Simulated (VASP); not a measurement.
# Pb (P6_3/mmc) in VASP: notebook

Runs on Pb. Level: PBE. Tasks: single point.

All numbers are computed with VASP 6.6.1; they aren't measurements. Logs are shortened: lines on timing, memory, paths and dates and some standing lists are left out, and cuts for length are marked.

### Step 1. The cell of the first run

Symmetry: P6_3/mmc, No. 194, hexagonal system. Conventional cell: a = 3.376 Å, b = 3.376 Å, c = 5.590 Å, α = 90.00°, β = 90.00°, γ = 120.00°. Within 4.4 Å of Pb (site symmetry -6m2) lie 12 Pb at 3.38 to 3.41 Å.

### Step 2. Single point, PBE (equal xx and yy strain of -3 %)

File INCAR:

```
ALGO = Normal
EDIFF = 1E-6
ENCUT = 520
GGA = PE
ISIF = 2
ISMEAR = -1
LASPH = True
LCHARG = False
LREAL = False
LWAVE = False
NBANDS = 21
NELM = 80
PREC = Accurate
SIGMA = 0.05
```

File KPOINTS:

```
k-points
0
Gamma
  12 12 7
```

File POSCAR:

```
Pb
1.0
    3.3756006699      0.0000000000      0.0000000000
   -1.6878003349      2.9233559331      0.0000000000
    0.0000000000      0.0000000000      5.5900000000
Pb
2
Direct
    0.3333333333      0.6666666667      0.2500000000
    0.6666666667      0.3333333333      0.7500000000
```

Potentials or basis: VASP PAW PBE potentials, release 64 (Pb_d).

Command:

```sh
> cat potpaw_PBE.64/Pb_d/POTCAR > POTCAR
> mpirun -np 1 vasp_std > vasp.out
```

OUTCAR:

```text
EDIFF = 1E-6
   ENCUT = 520
   GGA = PE
   ISIF = 2
   ISMEAR = -1
   LASPH = True
   LREAL = False
   NELM = 80
   PREC = Accurate

 ion  position               nearest neighbor table
   1  0.333  0.667  0.250-   2 3.41   2 3.41   2 3.41   2 3.41   2 3.41   2 3.41
   2  0.667  0.333  0.750-   1 3.41   1 3.41   1 3.41   1 3.41   1 3.41   1 3.41

  LATTYP: Found a hexagonal cell.
 ALAT       =     3.3756006699
 C/A-ratio  =     1.6560015673

  Lattice vectors:

 A1 = (   3.3756006699,   0.0000000000,   0.0000000000)
 A2 = (  -1.6878003349,   2.9233559331,   0.0000000000)
 A3 = (   0.0000000000,   0.0000000000,   5.5900000000)

Analysis of symmetry for initial positions (statically):
=====================================================================
 Subroutine PRICEL returns:
 Original cell was already a primitive cell.

 Routine SETGRP: Setting up the symmetry group for a
 hexagonal supercell.

 Subroutine GETGRP returns: Found 24 space group operations
 (whereof 12 operations were pure point group operations)
 out of a pool of 24 trial point group operations.

The static configuration has the point symmetry D_3d.
 The point group associated with its full space group is D_6h.

Analysis of symmetry for dynamics (positions and initial velocities):
=====================================================================
 Subroutine PRICEL returns:
 Original cell was already a primitive cell.

 Routine SETGRP: Setting up the symmetry group for a
 hexagonal supercell.

 Subroutine GETGRP returns: Found 24 space group operations
 (whereof 12 operations were pure point group operations)
 out of a pool of 24 trial point group operations.

The dynamic configuration has the point symmetry D_3d.
 The point group associated with its full space group is D_6h.

 Subroutine INISYM returns: Found 24 space group operations
 (whereof 12 operations are pure point group operations),
 and found     1 'primitive' translations

----------------------------------------------------------------------------------------

                                     Primitive cell

  volume of cell :      55.1626

  direct lattice vectors                    reciprocal lattice vectors
     3.375600670  0.000000000  0.000000000     0.296243572  0.171036306  0.000000000
    -1.687800335  2.923355933  0.000000000     0.000000000  0.342072612  0.000000000
     0.000000000  0.000000000  5.590000000     0.000000000  0.000000000  0.178890877

  length of vectors
     3.375600670  3.375600670  5.590000000     0.342072612  0.342072612  0.178890877

  position of ions in fractional coordinates (direct lattice)
     0.333333333  0.666666667  0.250000000
     0.666666667  0.333333333  0.750000000

  ion indices of the primitive-cell ions
   primitive index   ion index
                 1           1
                 2           2

----------------------------------------------------------------------------------------

 KPOINTS: k-points

Automatic generation of k-mesh.
 Grid dimensions read from file:
 generate k-points for:   12   12    7

 Generating k-lattice:

  Cartesian coordinates                     Fractional coordinates (reciprocal lattice)
     0.024686964  0.014253026  0.000000000     0.083333333 -0.000000000  0.000000000
     0.000000000  0.028506051  0.000000000     0.000000000  0.083333333  0.000000000
     0.000000000  0.000000000  0.025555840     0.000000000  0.000000000  0.142857143

  Length of vectors
     0.028506051  0.028506051  0.025555840

  Shift w.r.t. Gamma in fractional coordinates (k-lattice)
     0.000000000  0.000000000  0.000000000

 Subroutine IBZKPT returns following result:
 ===========================================

 Found     76 irreducible k-points:

 Following reciprocal coordinates:
            Coordinates               Weight
  0.000000  0.000000  0.000000      1.000000
  0.083333  0.000000  0.000000      6.000000
  0.166667 -0.000000  0.000000      6.000000
  0.250000 -0.000000  0.000000      6.000000
  0.333333 -0.000000  0.000000      6.000000
  0.416667 -0.000000  0.000000      6.000000
[... 16 lines left out ...]
  0.250000 -0.000000  0.142857     12.000000
  0.333333 -0.000000  0.142857     12.000000
 [... further k-points ...]
   k-points           NKPTS =     76   k-points in BZ     NKDIM =     76   number of bands    NBANDS=     21
   number of dos      NEDOS =    301   number of ions     NIONS =      2
   total plane-waves  NPLWV =  32928
   dimension x,y,z NGX =    28 NGY =   28 NGZ =   42
   dimension x,y,z NGXF=    56 NGYF=   56 NGZF=   84
   ions per type =               2
   NGX,Y,Z   is equivalent  to a cutoff of  13.79, 13.79, 12.49 a.u.
   NGXF,Y,Z  is equivalent  to a cutoff of  27.58, 27.58, 24.98 a.u.
 SYSTEM =  unknown system
   PREC   = accura    normal or accurate (medium, high low for compatibility)
   ISTART =      0    job   : 0-new  1-cont  2-samecut
   ICHARG =      2    charge: 1-file 2-atom 10-const
   ISPIN  =      1    spin polarized calculation?
   LNONCOLLINEAR =      F non collinear calculations
   LSORBIT =      F    spin-orbit coupling
   LASPH  =      T    aspherical Exc in radial PAW
   ENCUT  =  520.0 eV  38.22 Ry    6.18 a.u.   6.28  6.28 10.39*2*pi/ulx,y,z
   NELM   =     80;   NELMIN=  2; NELMDL= -5     # of ELM steps
   EDIFF  = 0.1E-05   stopping-criterion for ELM
   LREAL  =      F    real-space projection
   EDIFFG = 0.1E-04   stopping-criterion for IOM
   NSW    =      0    number of steps for IOM
   IBRION =     -1    ionic relax: 0-MD 1-quasi-New 2-CG
   NFREE  =      0    steps in history (QN), initial steepest desc. (CG)
   ISIF   =      2    stress and relaxation
   ISYM   =      2    0-nonsym 1-usesym 2-fastsym
   POTIM  = 0.5000    time-step for ionic-motion
   TEBEG  =    0.0;   TEEND  =   0.0 temperature during run
   PSTRESS=    0.0 pullay stress
   NELECT =      28.0000    total number of electrons
   NUPDOWN=      -1.0000    fix difference up-down
   EMIN   =  10.00;   EMAX   =-10.00  energy-range for DOS
   EFERMI =   0.00;   METHOD = LEGACY
   ISMEAR =    -1;   SIGMA  =   0.05  broadening in eV -4-tet -1-fermi 0-gaus
   EFERMI_NEDOS =   21; number of points for ismear=-14 and -15
   IALGO  =     38    algorithm
   IMIX   =      4    mixing-type and parameters
     AMIX     =   0.40;   BMIX     =  1.00
     AMIX_MAG =   1.60;   BMIX_MAG =  1.00
  volume/ion in A,a.u.               =      27.58       186.13
  Fermi-wavevector in a.u.,A,eV,Ry     =   1.305908  2.467809 23.203325  1.705396
  Thomas-Fermi vector in A             =   2.436746
   LORBIT       =      0    0 simple, 1 ext, 2 COOP (PROOUT), +10 PAW based schemes
   GGA     = PE    functional components
[... 5 lines left out ...]
 non-spin polarized calculation
  energy-cutoff  :      520.00
  volume of cell :       55.16
 maximum number of plane-waves:      1521
 NGX is ok and might be reduce to    28
   NGX = 13   NGY = 13   NGZ = 21

 number of electron      28.0000003 magnetization

 Free energy of the ion-electron system (eV)
  ---------------------------------------------------
  ext. energy  EPLUGINS =         0.00000000
  ---------------------------------------------------
  free energy    TOTEN  =        -6.89733146 eV

  energy without entropy =       -6.88602641  energy(sigma->0) =       -6.89167894

 E-fermi :   8.3567     XC(G=0): -10.6497

 val. band max:        8.3436570172   @ k =   0.4167   0.0833   0.1429
 cond. band min:       8.3613800629   @ k =   0.1667  -0.0000   0.4286
 fundamental gap:      0.0177230456
 Fermi energy:         8.3567048583

 k-point     1 :       0.0000    0.0000    0.0000
  band No.  band energies     occupation
      1      -8.8283      2.00000
      2      -8.7796      2.00000
      3      -8.7437      2.00000
      4      -8.7437      2.00000
      5      -8.7161      2.00000
      6      -8.7161      2.00000
[... 13 lines left out ...]
     20      17.8482      0.00000
     21      20.2327      0.00000

 k-point     2 :       0.0833    0.0000    0.0000
  band No.  band energies     occupation
      1      -8.8197      2.00000
      2      -8.7818      2.00000
      3      -8.7318      2.00000
      4      -8.7213      2.00000
      5      -8.7133      2.00000
      6      -8.6947      2.00000
[... 13 lines left out ...]
     20      18.6130      0.00000
     21      19.4860      0.00000

 k-point     3 :       0.1667   -0.0000    0.0000
  band No.  band energies     occupation
      1      -8.8395      2.00000
      2      -8.7556      2.00000
      3      -8.7291      2.00000
      4      -8.6778      2.00000
      5      -8.6668      2.00000
      6      -8.6628      2.00000
[... 13 lines left out ...]
     20      18.4940      0.00000
     21      19.4650      0.00000

 k-point     4 :       0.2500   -0.0000    0.0000
  band No.  band energies     occupation
      1      -8.8840      2.00000
      2      -8.7573      2.00000
      3      -8.7280      2.00000
      4      -8.6914      2.00000
      5      -8.6900      2.00000
      6      -8.5872      2.00000
[... 13 lines left out ...]
     20      18.0282      0.00000
     21      19.2209      0.00000

 k-point     5 :       0.3333   -0.0000    0.0000
  band No.  band energies     occupation
      1      -8.9282      2.00000
      2      -8.7829      2.00000
      3      -8.7805      2.00000
      4      -8.7153      2.00000
      5      -8.6388      2.00000
      6      -8.5790      2.00000
[... 13 lines left out ...]
     20      17.4736      0.00000
     21      19.4411      0.00000

 k-point     6 :       0.4167   -0.0000    0.0000
  band No.  band energies     occupation
      1      -8.9599      2.00000
      2      -8.8251      2.00000
      3      -8.7996      2.00000
      4      -8.7330      2.00000
      5      -8.6066      2.00000
      6      -8.6014      2.00000
[... 13 lines left out ...]
     20      17.0939      0.00000
     21      19.3294      0.00000

 k-point     7 :       0.5000   -0.0000    0.0000
  band No.  band energies     occupation
      1      -8.9714      2.00000
      2      -8.8408      2.00000
      3      -8.8069      2.00000
      4      -8.7393      2.00000
      5      -8.6161      2.00000
      6      -8.5879      2.00000
[... 13 lines left out ...]
     20      16.9637      0.00000
     21      19.2903      0.00000
[... 291 lines left out ...]
      1      -8.8242      2.00000
      2      -8.7798      2.00000
      3      -8.7511      2.00000
      4      -8.7511      2.00000
      5      -8.7216      2.00000
      6      -8.7216      2.00000
[... 13 lines left out ...]
     20      17.8604      0.00000
     21      20.0603      0.00000

 k-point    21 :       0.0833    0.0000    0.1429
  band No.  band energies     occupation
      1      -8.8166      2.00000
      2      -8.7794      2.00000
      3      -8.7448      2.00000
      4      -8.7307      2.00000
      5      -8.7193      2.00000
      6      -8.7002      2.00000
[... 13 lines left out ...]
     20      18.4695      0.00000
     21      19.8545      0.00000

 k-point    22 :       0.1667   -0.0000    0.1429
  band No.  band energies     occupation
      1      -8.8362      2.00000
      2      -8.7561      2.00000
      3      -8.7443      2.00000
      4      -8.6980      2.00000
      5      -8.6854      2.00000
      6      -8.6412      2.00000
[... 13 lines left out ...]
     20      18.5172      0.00000
     21      18.6003      0.00000

 k-point    23 :       0.2500   -0.0000    0.1429
  band No.  band energies     occupation
      1      -8.8790      2.00000
      2      -8.7636      2.00000
      3      -8.7562      2.00000
      4      -8.6829      2.00000
      5      -8.6666      2.00000
      6      -8.5985      2.00000
[... 13 lines left out ...]
     20      17.4495      0.00000
     21      18.2553      0.00000

 k-point    24 :       0.3333   -0.0000    0.1429
  band No.  band energies     occupation
      1      -8.9215      2.00000
      2      -8.8007      2.00000
      3      -8.7853      2.00000
      4      -8.7027      2.00000
      5      -8.6316      2.00000
      6      -8.5979      2.00000
[... 13 lines left out ...]
     20      16.9445      0.00000
     21      18.6210      0.00000

 [... further k-points ...]
[... 5 lines left out ...]
  --------------------------------------------------------------------------------------
  -------------------------------------------------------------------------------------
  Total        2.8705859      2.8705859      2.7427192      0.0000000      0.0000000      0.0000000
  in kB       83.3751369     83.3751368     79.6612950      0.0000000      0.0000000      0.0000000
  external PRESSURE =      82.1371896 kB  Pullay stress =       0.0000000 kB

 VOLUME and BASIS-vectors are now :
 -----------------------------------------------------------------------------
  energy-cutoff  :      520.00
  volume of cell :       55.16
      direct lattice vectors                 reciprocal lattice vectors
     3.375600670  0.000000000  0.000000000     0.296243572  0.171036306  0.000000000
    -1.687800335  2.923355933  0.000000000     0.000000000  0.342072612  0.000000000
     0.000000000  0.000000000  5.590000000     0.000000000  0.000000000  0.178890877

 POSITION                                       TOTAL-FORCE (eV/Angst)
 -----------------------------------------------------------------------------------
     -0.00000      1.94890      1.39750         0.000000      0.000000      0.000000
      1.68780      0.97445      4.19250        -0.000000     -0.000000      0.000000
 -----------------------------------------------------------------------------------
    total drift:                               -0.000000      0.000000      0.000000

  FREE ENERGIE OF THE ION-ELECTRON SYSTEM (eV)
  ---------------------------------------------------
  free  energy   TOTEN  =        -6.8973314637 eV

  energy  without entropy=       -6.8860264076  energy(sigma->0) =       -6.89167894
```

It took 26 s on 1 thread of Intel Xeon 6975P-C (Granite Rapids), shared host; peak memory 0.21 GiB.

Results:

```yaml
Free_energy: -6.8973 eV
Pressure: 8.2 GPa
Band_gap_on_the_k_mesh: zero (band 14 reaches 14.77 eV, above the bottom of band 15 at 6.24 eV)
```

Caveat: the cell differs from its parent crystal (equal xx and yy strain of -3 %); spin-orbit coupling is left out, which moves the levels of the heavy elements.

### Step 3. Single point, PBE (zz strain of -3 %)

File INCAR:

```
PREC     = Accurate       # precision mode
ENCUT    = 520            # plane-wave cutoff, eV
EDIFF    = 1E-7           # SCF threshold, eV
ISMEAR   = -1             # smearing method
SIGMA    = 0.05           # smearing width, eV
LREAL    = F              # projectors in reciprocal space
LASPH    = T              # aspherical terms in the spheres
NELM     = 80             # most SCF steps
ALGO     = Normal         # electronic algorithm
ISIF     = 2              # what is computed and relaxed
LWAVE    = F              # write WAVECAR
LCHARG   = F              # write CHGCAR
GGA      = PE             # functional
NBANDS   = 21             # bands
```

File KPOINTS:

```
Automatic mesh
0
Gamma
  12 12 7
```

File POSCAR:

```
Pb
1.0
    3.4800006906      0.0000000000      0.0000000000
   -1.7400003453      3.0137690032      0.0000000000
    0.0000000000      0.0000000000      5.4223000000
Pb
2
Direct
    0.3333333333      0.6666666667      0.2500000000
    0.6666666667      0.3333333333      0.7500000000
```

Potentials or basis: VASP PAW PBE potentials, release 64 (Pb_d).

Command:

```sh
> cat potpaw_PBE.64/Pb_d/POTCAR > POTCAR
> mpirun -np 1 vasp_std > vasp.out
```

It took 29 s on 1 thread of Intel Xeon 6975P-C (Granite Rapids), shared host; peak memory 0.22 GiB.

Results (log left out):

* Free energy: -6.9702 eV
* Pressure: 5.7 GPa
* Band gap on the k mesh: zero (band 14 reaches 13.49 eV, above the bottom of band 15 at 5.85 eV)

Stress tensor (GPa, compression positive):
```
5.10 0.00 0.00
0.00 5.10 0.00
0.00 0.00 6.87
```

Levels at points of the mesh, in eV from the Fermi level:
| k point | band 10 | band 11 | band 12 | band 13 | band 14 | band 15 | band 16 | band 17 | band 18 | band 19 |
| --- | --- | --- | --- | --- | --- | --- | --- | --- | --- | --- |
| (0.00, 0.00, 0.00) | -16.82 | -12.22 | -7.76 | -4.41 | 5.37 | 5.37 | 7.45 | 7.45 | 8.57 | 8.87 |
| (0.50, 0.00, 0.00) | -16.79 | -8.61 | -7.27 | -2.81 | -1.24 | -0.59 | 1.73 | 1.82 | 5.98 | 6.02 |

Caveat: the cell differs from its parent crystal (zz strain of -3 %); spin-orbit coupling is left out, which moves the levels of the heavy elements.

### Step 4. Single point, PBE (equal xx and yy strain of -1 %)

File INCAR:

```
ALGO     = Normal         # electronic algorithm
EDIFF    = 1E-6           # SCF threshold, eV
ENCUT    = 520            # plane-wave cutoff, eV
GGA      = PE             # functional
ISIF     = 2              # what is computed and relaxed
ISMEAR   = -1             # smearing method
LASPH    = True           # aspherical terms in the spheres
LCHARG   = False          # write CHGCAR
LREAL    = False          # projectors in reciprocal space
LWAVE    = False          # write WAVECAR
NBANDS   = 21             # bands
NELM     = 100            # most SCF steps
PREC     = Accurate       # precision mode
SIGMA    = 0.05           # smearing width, eV
```

File KPOINTS:

```
k-points
0
Gamma
  12 12 7
```

File POSCAR:

```
Pb
1.0
    3.4452006837      0.0000000000      0.0000000000
   -1.7226003418      2.9836313132      0.0000000000
    0.0000000000      0.0000000000      5.5900000000
Pb
2
Direct
    0.3333333333      0.6666666667      0.2500000000
    0.6666666667      0.3333333333      0.7500000000
```

Command:

```sh
> cat potpaw_PBE.64/Pb_d/POTCAR > POTCAR
> mpirun -np 1 vasp_std > vasp.out
```

Run time: 27 s. Hardware: 1 thread of Intel Xeon 6975P-C (Granite Rapids), shared host; peak memory 0.22 GiB.

Results (log left out):

| Quantity | Value |
| --- | --- |
| Free energy | -6.9948 eV |
| Pressure | 5.2 GPa |
| Band gap on the k mesh | zero (band 14 reaches 13.78 eV, above the bottom of band 15 at 5.81 eV) |

Levels at points of the mesh, in eV from the Fermi level:
| k point | band 10 | band 11 | band 12 | band 13 | band 14 | band 15 | band 16 | band 17 | band 18 | band 19 |
| --- | --- | --- | --- | --- | --- | --- | --- | --- | --- | --- |
| (0.00, 0.00, 0.00) | -16.80 | -12.11 | -8.10 | -4.44 | 5.82 | 5.82 | 7.74 | 7.74 | 8.14 | 9.01 |
| (0.50, 0.00, 0.00) | -16.76 | -8.41 | -7.15 | -2.96 | -1.51 | -0.55 | 1.79 | 2.08 | 5.91 | 6.30 |

Caveat: the cell differs from its parent crystal (equal xx and yy strain of -1 %); spin-orbit coupling is left out, which moves the levels of the heavy elements.

### Step 5. The runs side by side

| cell | gap on the mesh (eV) | pressure (GPa) |
| --- | --- | --- |
| a = 3.376, b = 3.376, c = 5.590 Å, angles 90.0, 90.0, 120.0°, 2 atoms | none | 8.2 |
| a = 3.480, b = 3.480, c = 5.422 Å, angles 90.0, 90.0, 120.0°, 2 atoms | none | 5.7 |
| a = 3.445, b = 3.445, c = 5.590 Å, angles 90.0, 90.0, 120.0°, 2 atoms | none | 5.2 |

Alike in all rows: task single point; level PBE; potentials or basis VASP PAW PBE potentials, release 64 (Pb_d); no spin polarisation; k mesh 12 × 12 × 7; cutoff (eV) 520; smearing fermi-dirac 0.05 eV.

Caveats: spin-orbit coupling is left out, which moves the levels of the heavy elements.

Total energies depend on the potentials used, so only differences within one code and one set of settings carry meaning.
